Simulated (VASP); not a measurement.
# TeAs3F (P-6m2) in VASP: notebook

The runs below take TeAs3F through single point, with PBE.

Program: VASP 6.6.1. These are calculated values, not measurements. Logs are shortened: lines on timing, memory, paths and dates and some standing lists are left out, and cuts for length are marked.

### Step 1. The cell of the first run

Symmetry: P-6m2, No. 187, hexagonal system. The conventional cell has a = 5.164 Å, b = 5.164 Å, c = 4.883 Å, α = 90.00°, β = 90.00°, γ = 120.00°. Within 3.6 Å of Te (site symmetry -6m2) lie 6 As at 2.75 Å and 3 F at 2.98 Å. Within 3.0 Å of As (site symmetry mm2) lie 4 As at 2.20 to 2.96 Å and 2 Te at 2.75 Å and 2 F at 2.98 Å. F (site symmetry -6m2) has 6 As at 2.98 Å and 3 Te at 2.98 Å within 3.9 Å.

The cell was generated, and may not be a known phase.

### Step 2. Single point, PBE

INCAR reads:

```
SYSTEM = TeAs3F
ALGO = Normal ; EDIFF = 1E-6
ENCUT = 600 ; GGA = PE
GGA_COMPAT = .FALSE. ; ISIF = 2
ISMEAR = 0 ; LASPH = .TRUE.
LCHARG = .FALSE. ; LREAL = .FALSE.
LWAVE = .FALSE. ; NBANDS = 22
NELM = 120 ; PREC = Accurate
SIGMA = 0.1
```

KPOINTS reads:

```
k-points
0
G
  6 6 4
  0 0 0
```

POSCAR reads:

```
TeAs3F
1.0
    5.1636473500      0.0000000000      0.0000000000
   -2.5818236700      4.4718497800      0.0000000000
    0.0000000000      0.0000000000      4.8830839400
Te As F
1 3 1
Direct
    0.3333333300      0.6666666700      0.5000000000
    0.1911037800      0.8088962200      0.0000000000
    0.1911037800      0.3822075500      0.0000000000
    0.6177924500      0.8088962200      0.0000000000
    0.0000000000      0.0000000000      0.5000000000
```

Potentials or basis: VASP PAW PBE potentials, release 64 (Te, As, F).

Run with:

```sh
> cat potpaw_PBE.64/Te/POTCAR potpaw_PBE.64/As/POTCAR potpaw_PBE.64/F/POTCAR > POTCAR
> mpirun -np 1 vasp_std > vasp.out
```

OUTCAR:

```text
SYSTEM = TeAs3F
   EDIFF = 1E-6
   ENCUT = 600
   GGA = PE
   ISIF = 2
   ISMEAR = 0
   LASPH = .TRUE.
   LREAL = .FALSE.
   NELM = 120
   PREC = Accurate

 ion  position               nearest neighbor table
   1  0.333  0.667  0.500-   2 2.75   2 2.75   3 2.75   3 2.75   4 2.75   4 2.75
   2  0.191  0.809  0.000-   3 2.20   4 2.20   1 2.75   1 2.75
   3  0.191  0.382  0.000-   2 2.20   4 2.20   1 2.75   1 2.75
   4  0.618  0.809  0.000-   2 2.20   3 2.20   1 2.75   1 2.75
   5  0.000  0.000  0.500-

  LATTYP: Found a hexagonal cell.
 ALAT       =     5.1636473500
 C/A-ratio  =     0.9456656524

  Lattice vectors:

 A1 = (   5.1636473500,   0.0000000000,   0.0000000000)
 A2 = (  -2.5818236700,   4.4718497800,   0.0000000000)
 A3 = (   0.0000000000,   0.0000000000,   4.8830839400)

Analysis of symmetry for initial positions (statically):
=====================================================================
 Subroutine PRICEL returns:
 Original cell was already a primitive cell.

 Routine SETGRP: Setting up the symmetry group for a
 hexagonal supercell.

 Subroutine GETGRP returns: Found 12 space group operations
 (whereof 12 operations were pure point group operations)
 out of a pool of 24 trial point group operations.

The static configuration has the point symmetry D_3h.

Analysis of symmetry for dynamics (positions and initial velocities):
=====================================================================
 Subroutine PRICEL returns:
 Original cell was already a primitive cell.

 Routine SETGRP: Setting up the symmetry group for a
 hexagonal supercell.

 Subroutine GETGRP returns: Found 12 space group operations
 (whereof 12 operations were pure point group operations)
 out of a pool of 24 trial point group operations.

The dynamic configuration has the point symmetry D_3h.

 Subroutine INISYM returns: Found 12 space group operations
 (whereof 12 operations are pure point group operations),
 and found     1 'primitive' translations

----------------------------------------------------------------------------------------

                                     Primitive cell

  volume of cell :     112.7556

  direct lattice vectors                    reciprocal lattice vectors
     5.163647350  0.000000000  0.000000000     0.193661560  0.111810553  0.000000000
    -2.581823670  4.471849780  0.000000000     0.000000000  0.223621107  0.000000000
     0.000000000  0.000000000  4.883083940     0.000000000  0.000000000  0.204788616

  length of vectors
     5.163647350  5.163647346  4.883083940     0.223621107  0.223621107  0.204788616

  position of ions in fractional coordinates (direct lattice)
     0.333333330  0.666666670  0.500000000
     0.191103780  0.808896220  0.000000000
     0.191103780  0.382207550  0.000000000
     0.617792450  0.808896220  0.000000000
     0.000000000  0.000000000  0.500000000

  ion indices of the primitive-cell ions
   primitive index   ion index
                 1           1
                 2           2
                 3           3
                 4           4
                 5           5

----------------------------------------------------------------------------------------

 KPOINTS: k-points

Automatic generation of k-mesh.
 Grid dimensions read from file:
 generate k-points for:    6    6    4

 Generating k-lattice:

  Cartesian coordinates                     Fractional coordinates (reciprocal lattice)
     0.032276927  0.018635092  0.000000000     0.166666667  0.000000000  0.000000000
     0.000000000  0.037270185  0.000000000     0.000000000  0.166666667  0.000000000
     0.000000000  0.000000000  0.051197154     0.000000000  0.000000000  0.250000000

  Length of vectors
     0.037270185  0.037270185  0.051197154

  Shift w.r.t. Gamma in fractional coordinates (k-lattice)
     0.000000000  0.000000000  0.000000000

 Subroutine IBZKPT returns following result:
 ===========================================

 Found     21 irreducible k-points:

 Following reciprocal coordinates:
            Coordinates               Weight
  0.000000  0.000000  0.000000      1.000000
  0.166667  0.000000  0.000000      6.000000
  0.333333 -0.000000  0.000000      6.000000
  0.500000  0.000000  0.000000      3.000000
  0.166667  0.166667  0.000000      6.000000
  0.333333  0.166667  0.000000     12.000000
[... 13 lines left out ...]
  0.333333  0.166667  0.500000     12.000000
  0.333333  0.333333  0.500000      2.000000
   k-points           NKPTS =     21   k-points in BZ     NKDIM =     21   number of bands    NBANDS=     22
   number of dos      NEDOS =    301   number of ions     NIONS =      5
   total plane-waves  NPLWV =  70560
   dimension x,y,z NGX =    42 NGY =   42 NGZ =   40
   dimension x,y,z NGXF=    84 NGYF=   84 NGZF=   80
   ions per type =               1   3   1
   NGX,Y,Z   is equivalent  to a cutoff of  13.52, 13.52, 13.62 a.u.
   NGXF,Y,Z  is equivalent  to a cutoff of  27.04, 27.04, 27.24 a.u.
 SYSTEM =  TeAs3F
   PREC   = accura    normal or accurate (medium, high low for compatibility)
   ISTART =      0    job   : 0-new  1-cont  2-samecut
   ICHARG =      2    charge: 1-file 2-atom 10-const
   ISPIN  =      1    spin polarized calculation?
   LNONCOLLINEAR =      F non collinear calculations
   LSORBIT =      F    spin-orbit coupling
   LASPH  =      T    aspherical Exc in radial PAW
   ENCUT  =  600.0 eV  44.10 Ry    6.64 a.u.  10.31 10.31  9.75*2*pi/ulx,y,z
   NELM   =    120;   NELMIN=  2; NELMDL= -5     # of ELM steps
   EDIFF  = 0.1E-05   stopping-criterion for ELM
   LREAL  =      F    real-space projection
   EDIFFG = 0.1E-04   stopping-criterion for IOM
   NSW    =      0    number of steps for IOM
   IBRION =     -1    ionic relax: 0-MD 1-quasi-New 2-CG
   NFREE  =      0    steps in history (QN), initial steepest desc. (CG)
   ISIF   =      2    stress and relaxation
   ISYM   =      2    0-nonsym 1-usesym 2-fastsym
   POTIM  = 0.5000    time-step for ionic-motion
   TEBEG  =    0.0;   TEEND  =   0.0 temperature during run
   PSTRESS=    0.0 pullay stress
   NELECT =      28.0000    total number of electrons
   NUPDOWN=      -1.0000    fix difference up-down
   EMIN   =  10.00;   EMAX   =-10.00  energy-range for DOS
   EFERMI =   0.00;   METHOD = LEGACY
   ISMEAR =     0;   SIGMA  =   0.10  broadening in eV -4-tet -1-fermi 0-gaus
   EFERMI_NEDOS =   21; number of points for ismear=-14 and -15
   IALGO  =     38    algorithm
   IMIX   =      4    mixing-type and parameters
     AMIX     =   0.40;   BMIX     =  1.00
     AMIX_MAG =   1.60;   BMIX_MAG =  1.00
  volume/ion in A,a.u.               =      22.55       152.18
  Fermi-wavevector in a.u.,A,eV,Ry     =   1.028999  1.944526 14.406372  1.058838
  Thomas-Fermi vector in A             =   2.163024
   LORBIT       =      0    0 simple, 1 ext, 2 COOP (PROOUT), +10 PAW based schemes
   GGA     = PE    functional components
   LHFCALC =     F    Hartree Fock is set to
   AEXX    =    0.0000 exact exchange contribution
   IVDW    =     0    specifies the selected vdW correction
   LEPSILON=     F    determine dielectric tensor
   LRPA    =     F    only Hartree local field effects (RPA)
 non-spin polarized calculation
 Gauss-broadening in eV      SIGMA  =   0.10
  energy-cutoff  :      600.00
  volume of cell :      112.76
 maximum number of plane-waves:      3788
 NGX is ok and might be reduce to    42
   NGX = 21   NGY = 21   NGZ = 19

 number of electron      27.9999995 magnetization

 Free energy of the ion-electron system (eV)
  ---------------------------------------------------
  ext. energy  EPLUGINS =         0.00000000
  ---------------------------------------------------
  free energy    TOTEN  =       -16.93737659 eV

  energy without entropy =      -16.91737133  energy(sigma->0) =      -16.92737396

 E-fermi :   3.9785     XC(G=0):  -9.0693

 val. band max:        3.9681706435   @ k =   0.1667   0.0000   0.5000
 cond. band min:       3.9879606346   @ k =   0.0000   0.0000   0.5000
 fundamental gap:      0.0197899910
 Fermi energy:         3.9784776618

 k-point     1 :       0.0000    0.0000    0.0000
  band No.  band energies     occupation
      1     -16.9851      2.00000
      2     -12.2939      2.00000
      3      -5.6609      2.00000
      4      -4.7609      2.00000
      5      -4.7609      2.00000
      6      -3.3541      2.00000
[... 14 lines left out ...]
     21      11.5636      0.00000
     22      11.8798      0.00000

 k-point     2 :       0.1667    0.0000    0.0000
  band No.  band energies     occupation
      1     -16.9819      2.00000
      2     -12.2537      2.00000
      3      -5.7508      2.00000
      4      -5.1965      2.00000
      5      -4.8623      2.00000
      6      -3.2931      2.00000
[... 14 lines left out ...]
     21      11.4473      0.00000
     22      11.8516      0.00000

 k-point     3 :       0.3333   -0.0000    0.0000
  band No.  band energies     occupation
      1     -16.9757      2.00000
      2     -12.1687      2.00000
      3      -6.1846      2.00000
      4      -5.5020      2.00000
      5      -5.0433      2.00000
      6      -3.1602      2.00000
[... 14 lines left out ...]
     21      11.5420      0.00000
     22      12.0379      0.00000
[... 401 lines left out ...]
 k-point    20 :       0.3333    0.1667    0.5000
  band No.  band energies     occupation
      1     -16.9650      2.00000
      2     -11.6431      2.00000
      3      -8.1432      2.00000
      4      -6.3063      2.00000
      5      -4.9678      2.00000
      6      -0.3700      2.00000
[... 14 lines left out ...]
     21      10.4338      0.00000
     22      11.5046      0.00000

 k-point    21 :       0.3333    0.3333    0.5000
  band No.  band energies     occupation
      1     -16.9639      2.00000
      2     -11.6087      2.00000
      3      -8.1448      2.00000
      4      -6.3963      2.00000
      5      -5.1579      2.00000
      6      -0.4888      2.00000
[... 14 lines left out ...]
     21       9.8525      0.00000
     22      11.7662      0.00000

------------------------ aborting loop because EDIFF is reached ----------------------------------------

  FORCE on cell =-STRESS in cart. coord.  units (eV):
  Direction    XX          YY          ZZ          XY          YZ          ZX
  --------------------------------------------------------------------------------------
  -------------------------------------------------------------------------------------
  Total       16.5076411     16.5076411     14.2171209      0.0000000      0.0000000      0.0000000
  in kB      234.5619863    234.5619862    202.0153020      0.0000003      0.0000000      0.0000000
  external PRESSURE =     223.7130915 kB  Pullay stress =       0.0000000 kB

 VOLUME and BASIS-vectors are now :
 -----------------------------------------------------------------------------
  energy-cutoff  :      600.00
  volume of cell :      112.76
      direct lattice vectors                 reciprocal lattice vectors
     5.163647350  0.000000000  0.000000000     0.193661560  0.111810553  0.000000000
    -2.581823670  4.471849780  0.000000000     0.000000000  0.223621107  0.000000000
     0.000000000  0.000000000  4.883083940     0.000000000  0.000000000  0.204788616

 POSITION                                       TOTAL-FORCE (eV/Angst)
 -----------------------------------------------------------------------------------
     -0.00000      2.98123      2.44154        -0.000000     -0.000000      0.000000
     -1.10163      3.61726      0.00000        -5.296781      3.058098     -0.000000
      0.00000      1.70917      0.00000        -0.000000     -6.116196      0.000000
      1.10163      3.61726      0.00000         5.296781      3.058098     -0.000000
      0.00000      0.00000      2.44154        -0.000000     -0.000000      0.000000
 -----------------------------------------------------------------------------------
    total drift:                               -0.000006      0.000003     -0.000000

  FREE ENERGIE OF THE ION-ELECTRON SYSTEM (eV)
  ---------------------------------------------------
  free  energy   TOTEN  =       -16.9373765938 eV

  energy  without entropy=      -16.9173713298  energy(sigma->0) =      -16.92737396
```

Run time: 2.5 min. Hardware: 1 thread of Intel Xeon 8259CL, shared host; peak memory 0.27 GiB.

What came out:

```
Free energy            : -16.9374 eV
Pressure               : 22.4 GPa
Largest force          : 6.116 eV/Å
Band gap on the k mesh : zero (bands 14 and 15 overlap by 0.29 eV)
```

Forces on the atoms (eV/Å):
```
Te   0.000  0.000  0.000
As  -5.297  3.058  0.000
As   0.000 -6.116  0.000
As   5.297  3.058  0.000
F    0.000  0.000  0.000
```

Caveat: the cell stands under pressure; spin-orbit coupling is left out, which moves the levels of the heavy elements; forces of over 1 eV/Å act on the atoms, so gaps and moduli don't describe the material at rest.

### Step 3. Single point, PBE

This run uses another cell than the first one, of 28.39 Å³/atom.

INCAR reads:

```
  ALGO = Normal
  EDIFF = 1E-6
  ENCUT = 600
  GGA = PE
  GGA_COMPAT = False
  ISIF = 2
  ISMEAR = 0
  LASPH = True
  LCHARG = True
  LELF = True
  LREAL = False
  LVHAR = True
  LWAVE = False
  NBANDS = 22
  NELM = 120
  PREC = Accurate
  SIGMA = 0.1
```

KPOINTS reads:

```
k-points
0
Gamma
  6 6 4
```

POSCAR reads:

```
TeAs3F
1.0
    5.8807871089     -0.0000000033      0.0000000000
   -2.9403935516      5.0929110322      0.0000000000
    0.0000000000      0.0000000000      4.7388680874
Te As F
1 3 1
Direct
    0.3333333333      0.6666666667      0.5000000000
    0.1867348997      0.8132651003      0.0000000000
    0.1867348997      0.3734697994      0.0000000000
    0.6265302006      0.8132651003      0.0000000000
    0.0000000000      0.0000000000      0.5000000000
```

Potentials or basis: VASP PAW PBE potentials, release 64 (Te, As, F).

Run with:

```sh
> cat potpaw_PBE.64/Te/POTCAR potpaw_PBE.64/As/POTCAR potpaw_PBE.64/F/POTCAR > POTCAR
> mpirun -np 1 vasp_std > vasp.out
```

It took 2.9 min on 1 thread of Intel Xeon 8259CL, shared host; peak memory 0.32 GiB.

The run converged. Its results:

| Item | Value |
| --- | --- |
| Free energy | -19.1559 eV |
| Pressure | 0.1 GPa |
| Largest force | 0.060 eV/Å |
| Band gap on the k mesh | zero (bands 14 and 15 overlap by 1.00 eV) |

Forces on the atoms (eV/Å):
```
Te   0.000  0.000  0.000
As  -0.052  0.030  0.000
As   0.000 -0.060  0.000
As   0.052  0.030  0.000
F    0.000  0.000  0.000
```

Stress tensor (GPa, compression positive):
```
 0.15  0.00  0.00
 0.00  0.15  0.00
 0.00  0.00 -0.06
```

Levels at points of the mesh, in eV from the Fermi level:
```
           k point  band 12  band 13  band 14  band 15  band 16  band 17
(0.00, 0.00, 0.00)    -1.85    -0.15    -0.15    -0.04    -0.04     3.67
(0.50, 0.00, 0.00)    -1.38    -0.56    -0.22    -0.03     0.05     1.25
(0.00, 0.00, 0.50)    -1.59    -1.55     0.08     1.33     3.40     3.40
(0.50, 0.00, 0.50)    -1.41    -1.27     0.76     1.15     1.19     1.43
```

Caveat: spin-orbit coupling is left out, which moves the levels of the heavy elements.

(Continued in part 2 of 2.)

The gap in the log of VASP goes by the Fermi energy; the results here count the filled bands.